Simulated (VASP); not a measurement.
# SnSe2 (P-3m1) in VASP: notebook

Aim: see how the results for SnSe2 move with the level of theory and the settings. Levels: PBE+D3(BJ), PBE+D4, PBE, LDA, r2SCAN+rVV10. Tasks: single point.

Everything below comes from runs of VASP 6.6.1. Logs are shortened: lines on timing, memory, paths and dates and some standing lists are left out, and cuts for length are marked.

### Step 1. The cell of the first run

Symmetry: P-3m1, No. 164, trigonal system. Conventional cell: a = 3.839 Å, b = 3.839 Å, c = 6.004 Å, α = 90.00°, β = 90.00°, γ = 120.00°. Sn (site symmetry -3m) has 6 Se at 2.73 Å within 3.6 Å. Se (site symmetry 3m) has 3 Sn at 2.73 Å and 3 Se at 3.58 Å within 3.6 Å.

### Step 2. Single point, PBE+D3(BJ)

INCAR reads:

```
SYSTEM = SnSe2
ALGO = Normal
EDIFF = 1E-7
ENCUT = 520
GGA = PE
ISIF = 2
ISMEAR = -1
IVDW = 12
LASPH = .True.
LCHARG = .False.
LREAL = .False.
LWAVE = .False.
NBANDS = 20
NELM = 100
PREC = Accurate
SIGMA = 0.02
```

KPOINTS reads:

```
k-points
0
Gamma
  12 12 4
  0 0 0
```

POSCAR reads:

```
SnSe2
1.0
    3.8388265544      0.0000000000      0.0000000000
   -1.9194132772      3.3245213168      0.0000000000
    0.0000000000      0.0000000000      6.0038066414
Sn Se
1 2
Direct
    0.0000000000      0.0000000000      0.0000000000
    0.3333333333      0.6666666667      0.2655428889
    0.6666666667      0.3333333333      0.7344571111
```

Potentials or basis: VASP PAW PBE potentials, release 64 (Sn_d, Se).

Started as:

```bash
$ cat potpaw_PBE.64/Sn_d/POTCAR potpaw_PBE.64/Se/POTCAR > POTCAR
$ mpirun -np 1 vasp_std > vasp.out
```

OUTCAR:

```text
SYSTEM = SnSe2
   EDIFF = 1E-7
   ENCUT = 520
   GGA = PE
   ISIF = 2
   ISMEAR = -1
   IVDW = 12
   LASPH = .True.
   LREAL = .False.
   NELM = 100
   PREC = Accurate
 IVDW          = 12

 ion  position               nearest neighbor table
   1  0.000  0.000  0.000-   2 2.73   3 2.73   2 2.73   3 2.73   3 2.73   2 2.73
   2  0.333  0.667  0.266-   1 2.73   1 2.73   1 2.73
   3  0.667  0.333  0.734-   1 2.73   1 2.73   1 2.73

  LATTYP: Found a hexagonal cell.
 ALAT       =     3.8388265544
 C/A-ratio  =     1.5639692381

  Lattice vectors:

 A1 = (   3.8388265544,   0.0000000000,   0.0000000000)
 A2 = (  -1.9194132772,   3.3245213168,   0.0000000000)
 A3 = (   0.0000000000,   0.0000000000,   6.0038066414)

Analysis of symmetry for initial positions (statically):
=====================================================================
 Subroutine PRICEL returns:
 Original cell was already a primitive cell.

 Routine SETGRP: Setting up the symmetry group for a
 hexagonal supercell.

 Subroutine GETGRP returns: Found 12 space group operations
 (whereof 12 operations were pure point group operations)
 out of a pool of 24 trial point group operations.

The static configuration has the point symmetry D_3d.

Analysis of symmetry for dynamics (positions and initial velocities):
=====================================================================
 Subroutine PRICEL returns:
 Original cell was already a primitive cell.

 Routine SETGRP: Setting up the symmetry group for a
 hexagonal supercell.

 Subroutine GETGRP returns: Found 12 space group operations
 (whereof 12 operations were pure point group operations)
 out of a pool of 24 trial point group operations.

The dynamic configuration has the point symmetry D_3d.

 Subroutine INISYM returns: Found 12 space group operations
 (whereof 12 operations are pure point group operations),
 and found     1 'primitive' translations

----------------------------------------------------------------------------------------

                                     Primitive cell

  volume of cell :      76.6221

  direct lattice vectors                    reciprocal lattice vectors
     3.838826554  0.000000000  0.000000000     0.260496270  0.150397592  0.000000000
    -1.919413277  3.324521317  0.000000000     0.000000000  0.300795184  0.000000000
     0.000000000  0.000000000  6.003806641     0.000000000  0.000000000  0.166560994

  length of vectors
     3.838826554  3.838826554  6.003806641     0.300795184  0.300795184  0.166560994

  position of ions in fractional coordinates (direct lattice)
     0.000000000  0.000000000  0.000000000
     0.333333333  0.666666667  0.265542889
     0.666666667  0.333333333  0.734457111

  ion indices of the primitive-cell ions
   primitive index   ion index
                 1           1
                 2           2
                 3           3

----------------------------------------------------------------------------------------

 KPOINTS: k-points

Automatic generation of k-mesh.
 Grid dimensions read from file:
 generate k-points for:   12   12    4

 Generating k-lattice:

  Cartesian coordinates                     Fractional coordinates (reciprocal lattice)
     0.021708023  0.012533133  0.000000000     0.083333333  0.000000000  0.000000000
     0.000000000  0.025066265  0.000000000     0.000000000  0.083333333  0.000000000
     0.000000000  0.000000000  0.041640248     0.000000000  0.000000000  0.250000000

  Length of vectors
     0.025066265  0.025066265  0.041640248

  Shift w.r.t. Gamma in fractional coordinates (k-lattice)
     0.000000000  0.000000000  0.000000000

 Subroutine IBZKPT returns following result:
 ===========================================

 Found     69 irreducible k-points:

 Following reciprocal coordinates:
            Coordinates               Weight
  0.000000  0.000000  0.000000      1.000000
  0.083333 -0.000000  0.000000      6.000000
  0.166667  0.000000  0.000000      6.000000
  0.250000 -0.000000  0.000000      6.000000
  0.333333  0.000000  0.000000      6.000000
  0.416667  0.000000  0.000000      6.000000
[... 16 lines left out ...]
  0.166667  0.000000  0.250000      6.000000
  0.000000  0.166667  0.250000      6.000000
 [... further k-points ...]
   k-points           NKPTS =     69   k-points in BZ     NKDIM =     69   number of bands    NBANDS=     20
   number of dos      NEDOS =    301   number of ions     NIONS =      3
   total plane-waves  NPLWV =  43200
   dimension x,y,z NGX =    30 NGY =   30 NGZ =   48
   dimension x,y,z NGXF=    60 NGYF=   60 NGZF=   96
   ions per type =               1   2
   NGX,Y,Z   is equivalent  to a cutoff of  12.99, 12.99, 13.29 a.u.
   NGXF,Y,Z  is equivalent  to a cutoff of  25.98, 25.98, 26.58 a.u.
 SYSTEM =  SnSe2
   PREC   = accura    normal or accurate (medium, high low for compatibility)
   ISTART =      0    job   : 0-new  1-cont  2-samecut
   ICHARG =      2    charge: 1-file 2-atom 10-const
   ISPIN  =      1    spin polarized calculation?
   LNONCOLLINEAR =      F non collinear calculations
   LSORBIT =      F    spin-orbit coupling
   LASPH  =      T    aspherical Exc in radial PAW
   ENCUT  =  520.0 eV  38.22 Ry    6.18 a.u.   7.14  7.14 11.16*2*pi/ulx,y,z
   NELM   =    100;   NELMIN=  2; NELMDL= -5     # of ELM steps
   EDIFF  = 0.1E-06   stopping-criterion for ELM
   LREAL  =      F    real-space projection
   EDIFFG = 0.1E-05   stopping-criterion for IOM
   NSW    =      0    number of steps for IOM
   IBRION =     -1    ionic relax: 0-MD 1-quasi-New 2-CG
   NFREE  =      0    steps in history (QN), initial steepest desc. (CG)
   ISIF   =      2    stress and relaxation
   ISYM   =      2    0-nonsym 1-usesym 2-fastsym
   POTIM  = 0.5000    time-step for ionic-motion
   TEBEG  =    0.0;   TEEND  =   0.0 temperature during run
   PSTRESS=    0.0 pullay stress
   NELECT =      26.0000    total number of electrons
   NUPDOWN=      -1.0000    fix difference up-down
   EMIN   =  10.00;   EMAX   =-10.00  energy-range for DOS
   EFERMI =   0.00;   METHOD = LEGACY
   ISMEAR =    -1;   SIGMA  =   0.02  broadening in eV -4-tet -1-fermi 0-gaus
   EFERMI_NEDOS =   21; number of points for ismear=-14 and -15
   IALGO  =     38    algorithm
   IMIX   =      4    mixing-type and parameters
     AMIX     =   0.40;   BMIX     =  1.00
     AMIX_MAG =   1.60;   BMIX_MAG =  1.00
  volume/ion in A,a.u.               =      25.54       172.36
  Fermi-wavevector in a.u.,A,eV,Ry     =   1.141864  2.157811 17.740013  1.303854
  Thomas-Fermi vector in A             =   2.278564
   LORBIT       =      0    0 simple, 1 ext, 2 COOP (PROOUT), +10 PAW based schemes
   GGA     = PE    functional components
   LHFCALC =     F    Hartree Fock is set to
   AEXX    =    0.0000 exact exchange contribution
   IVDW    =    12    specifies the selected vdW correction
   LEPSILON=     F    determine dielectric tensor
   LRPA    =     F    only Hartree local field effects (RPA)
 non-spin polarized calculation
  energy-cutoff  :      520.00
  volume of cell :       76.62
 maximum number of plane-waves:      2085
 NGX is ok and might be reduce to    30
   NGX = 15   NGY = 15   NGZ = 23

 number of electron      26.0000002 magnetization

 Free energy of the ion-electron system (eV)
  ---------------------------------------------------
  ext. energy  EPLUGINS =         0.00000000
  ---------------------------------------------------
  free energy    TOTEN  =       -11.80564153 eV

  energy without entropy =      -11.80564144  energy(sigma->0) =      -11.80564148

 E-fermi :   4.7031     XC(G=0):  -9.5714

 val. band max:        4.4671411998   @ k =   0.0833   0.0833   0.0000
 cond. band min:       4.9378710857   @ k =   0.0000   0.4167   0.2500
 fundamental gap:      0.4707298859
 Fermi energy:         4.7030917563

 k-point     1 :       0.0000    0.0000    0.0000
  band No.  band energies     occupation
      1     -16.9589      2.00000
      2     -16.9589      2.00000
      3     -16.9248      2.00000
      4     -16.9136      2.00000
      5     -16.9136      2.00000
      6      -9.5034      2.00000
[... 12 lines left out ...]
     19      13.3219      0.00000
     20      13.3219      0.00000

 k-point     2 :       0.0833   -0.0000    0.0000
  band No.  band energies     occupation
      1     -16.9615      2.00000
      2     -16.9564      2.00000
      3     -16.9231      2.00000
      4     -16.9152      2.00000
      5     -16.9134      2.00000
      6      -9.4371      2.00000
[... 12 lines left out ...]
     19      12.6538      0.00000
     20      13.3721      0.00000

 k-point     3 :       0.1667    0.0000    0.0000
  band No.  band energies     occupation
      1     -16.9692      2.00000
      2     -16.9502      2.00000
      3     -16.9211      2.00000
      4     -16.9162      2.00000
      5     -16.9124      2.00000
      6      -9.2427      2.00000
[... 12 lines left out ...]
     19      12.3710      0.00000
     20      13.4758      0.00000

 k-point     4 :       0.2500   -0.0000    0.0000
  band No.  band energies     occupation
      1     -16.9810      2.00000
      2     -16.9437      2.00000
      3     -16.9260      2.00000
      4     -16.9090      2.00000
      5     -16.9089      2.00000
      6      -8.9359      2.00000
[... 12 lines left out ...]
     19      12.4677      0.00000
     20      13.9174      0.00000

 k-point     5 :       0.3333    0.0000    0.0000
  band No.  band energies     occupation
      1     -16.9935      2.00000
      2     -16.9398      2.00000
      3     -16.9308      2.00000
      4     -16.9029      2.00000
      5     -16.9008      2.00000
      6      -8.5516      2.00000
[... 12 lines left out ...]
     19      13.2721      0.00000
     20      14.5109      0.00000
[... 353 lines left out ...]
      6      -9.3146      2.00000
[... 12 lines left out ...]
     19      12.4609      0.00000
     20      13.1864      0.00000

 k-point    22 :       0.0000    0.0833    0.2500
  band No.  band energies     occupation
      1     -16.9615      2.00000
      2     -16.9564      2.00000
      3     -16.9229      2.00000
      4     -16.9153      2.00000
      5     -16.9134      2.00000
      6      -9.3145      2.00000
[... 12 lines left out ...]
     19      12.4316      0.00000
     20      12.8267      0.00000

 k-point    23 :       0.1667    0.0000    0.2500
  band No.  band energies     occupation
      1     -16.9693      2.00000
      2     -16.9502      2.00000
      3     -16.9211      2.00000
      4     -16.9162      2.00000
      5     -16.9123      2.00000
      6      -9.1232      2.00000
[... 12 lines left out ...]
     19      12.5281      0.00000
     20      13.5042      0.00000

 k-point    24 :       0.0000    0.1667    0.2500
  band No.  band energies     occupation
      1     -16.9693      2.00000
      2     -16.9502      2.00000
      3     -16.9211      2.00000
      4     -16.9161      2.00000
      5     -16.9124      2.00000
      6      -9.1228      2.00000
[... 12 lines left out ...]
     19      12.1734      0.00000
     20      13.0599      0.00000

 [... further k-points ...]

------------------------ aborting loop because EDIFF is reached ----------------------------------------

 Edisp (eV)   -1.09343

 E8    (eV) :    -0.4786

  FORCE on cell =-STRESS in cart. coord.  units (eV):
  Direction    XX          YY          ZZ          XY          YZ          ZX
  --------------------------------------------------------------------------------------
  -------------------------------------------------------------------------------------
  Total       0.04140     0.04140     0.03947     0.00000     0.00000    -0.00000
  in kB       0.86559     0.86559     0.82533     0.00000     0.00000    -0.00000
  external pressure =        0.85 kB  Pullay stress =        0.00 kB

 VOLUME and BASIS-vectors are now :
 -----------------------------------------------------------------------------
  energy-cutoff  :      520.00
  volume of cell :       76.62
      direct lattice vectors                 reciprocal lattice vectors
     3.838826554  0.000000000  0.000000000     0.260496270  0.150397592  0.000000000
    -1.919413277  3.324521317  0.000000000     0.000000000  0.300795184  0.000000000
     0.000000000  0.000000000  6.003806641     0.000000000  0.000000000  0.166560994

 POSITION                                       TOTAL-FORCE (eV/Angst)
 -----------------------------------------------------------------------------------
      0.00000      0.00000      0.00000        -0.000000      0.000000      0.000000
     -0.00000      2.21635      1.59427         0.000000      0.000000      0.016035
      1.91941      1.10817      4.40954        -0.000000     -0.000000     -0.016035
 -----------------------------------------------------------------------------------
    total drift:                                0.000000      0.000000     -0.000000

  FREE ENERGIE OF THE ION-ELECTRON SYSTEM (eV)
  ---------------------------------------------------
  free  energy   TOTEN  =       -12.8990724842 eV

  energy  without entropy=      -12.8990723924  energy(sigma->0) =      -12.89907244
```

Wall time 48 s (1 thread of Intel Xeon 6975P-C (Granite Rapids), shared host); peak memory 0.26 GiB.

What came out:

* Free energy: -12.8991 eV
* Pressure: 0.1 GPa
* Largest force: 0.016 eV/Å
* Band gap on the k mesh: 0.47 eV, indirect (least direct gap 0.81 eV)
* Dispersion energy per atom: -0.364 eV

Forces in eV/Å, atoms in the order of the input:
```
Sn   0.000  0.000  0.000
Se   0.000  0.000  0.016
Se   0.000  0.000 -0.016
```

Caveat: spin-orbit coupling is left out, which moves the levels of the heavy elements.

### Step 3. Single point, PBE+D4

INCAR reads:

```
SYSTEM = SnSe2
  PREC = Accurate
  ENCUT = 520
  EDIFF = 1E-7
  ISMEAR = -1
  SIGMA = 0.02
  LREAL = .False.
  LASPH = .True.
  NELM = 80
  ALGO = Normal
  ISIF = 2
  LWAVE = .False.
  LCHARG = .False.
  GGA = PE
  IVDW = 13
  NBANDS = 20
```

KPOINTS reads:

```
regular mesh
0
Gamma
  12 12 4
  0 0 0
```

POSCAR reads:

```
SnSe2
1.0
    3.8373345928      0.0000000000      0.0000000000
   -1.9186672964      3.3232292402      0.0000000000
    0.0000000000      0.0000000000      6.0000654353
Sn Se
1 2
Direct
    0.0000000000      0.0000000000      0.0000000000
    0.3333333333      0.6666666667      0.2657405164
    0.6666666667      0.3333333333      0.7342594836
```

Potentials or basis: VASP PAW PBE potentials, release 64 (Sn_d, Se).

Started as:

```bash
$ cat potpaw_PBE.64/Sn_d/POTCAR potpaw_PBE.64/Se/POTCAR > POTCAR
$ mpirun -np 1 vasp_std > vasp.out
```

It took 52 s on 1 thread of Intel Xeon 6975P-C (Granite Rapids), shared host; peak memory 0.26 GiB.

Results (log left out):

- Free energy: -13.0051 eV
- Pressure: 0.1 GPa
- Largest force: 0.016 eV/Å
- Band gap on the k mesh: 0.47 eV, indirect (least direct gap 0.81 eV)
- Dispersion energy per atom: -0.400 eV

Forces in eV/Å, atoms in the order of the input:
```
Sn   0.000  0.000  0.000
Se   0.000  0.000  0.016
Se   0.000  0.000 -0.016
```

Levels at points of the mesh, in eV from the valence-band top:
```csv
k point,band 11,band 12,band 13,band 14,band 15,band 16
"(0.00, 0.00, 0.00)",-0.59,-0.59,-0.14,0.67,2.89,4.46
"(0.50, 0.00, 0.00)",-2.70,-1.72,-0.41,1.09,3.47,4.86
"(0.00, 0.00, 0.50)",-0.92,-0.32,-0.32,2.38,2.75,4.07
"(0.50, 0.00, 0.50)",-2.08,-1.14,-1.03,0.58,3.86,4.49
```

Caveat: spin-orbit coupling is left out, which moves the levels of the heavy elements. A k mesh can miss the band edges.

### Step 4. Single point, PBE

This run uses another cell than the first one, of 26.30 Å³/atom, 1.030 times its volume.

INCAR reads:

```
PREC     = Accurate       # precision mode
ENCUT    = 520            # plane-wave cutoff, eV
EDIFF    = 1E-6           # SCF threshold, eV
ISMEAR   = -1             # smearing method
SIGMA    = 0.02           # smearing width, eV
LREAL    = F              # projectors in reciprocal space
LASPH    = T              # aspherical terms in the spheres
NELM     = 100            # most SCF steps
ALGO     = Normal         # electronic algorithm
ISIF     = 2              # what is computed and relaxed
LWAVE    = F              # write WAVECAR
LCHARG   = F              # write CHGCAR
GGA      = PE             # functional
NBANDS   = 20             # bands
```

KPOINTS reads:

```
regular mesh
0
Gamma
  12 12 4
```

POSCAR reads:

```
SnSe2
1.0
    3.8251491972      0.0000000000      0.0000000000
   -1.9125745986      3.3126763781      0.0000000000
    0.0000000000      0.0000000000      6.2270814759
Sn Se
1 2
Direct
    0.0000000000      0.0000000000      0.0000000000
    0.3333333333      0.6666666667      0.2530781097
    0.6666666667      0.3333333333      0.7469218903
```

Started as:

```bash
$ cat potpaw_PBE.64/Sn_d/POTCAR potpaw_PBE.64/Se/POTCAR > POTCAR
$ mpirun -np 1 vasp_std > vasp.out
```

Run time: 39 s. Hardware: 1 thread of Intel Xeon 6975P-C (Granite Rapids), shared host; peak memory 0.25 GiB.

The run converged. Its results:

* Free energy: -11.8242 eV
* Pressure: 3.0 GPa
* Largest force: 0.275 eV/Å
* Band gap on the k mesh: 0.74 eV, indirect (least direct gap 1.12 eV)

Forces in eV/Å, atoms in the order of the input:
```
Sn   0.000  0.000  0.000
Se   0.000  0.000  0.275
Se   0.000  0.000 -0.275
```

Stress tensor (GPa, compression positive):
```
2.90 0.00 0.00
0.00 2.90 0.00
0.00 0.00 3.09
```

Levels at points of the mesh, in eV from the valence-band top:
```csv
k point,band 10,band 11,band 12,band 13,band 14,band 15,band 16,band 17
"(0.00, 0.00, 0.00)",-0.57,-0.30,-0.30,-0.12,1.00,3.06,4.65,4.65
"(0.50, 0.00, 0.00)",-2.89,-2.47,-1.25,-0.27,1.15,3.75,5.32,5.37
"(0.00, 0.00, 0.50)",-0.67,-0.67,-0.14,-0.14,2.44,2.98,4.39,4.39
"(0.50, 0.00, 0.50)",-2.30,-1.99,-0.83,-0.66,0.74,4.16,4.72,5.79
```

Caveat: spin-orbit coupling is left out, which moves the levels of the heavy elements; this functional lacks dispersion, which binds the layers, so the pressure and a relaxed spacing across them are unreliable.

(Continued in part 2 of 2.)
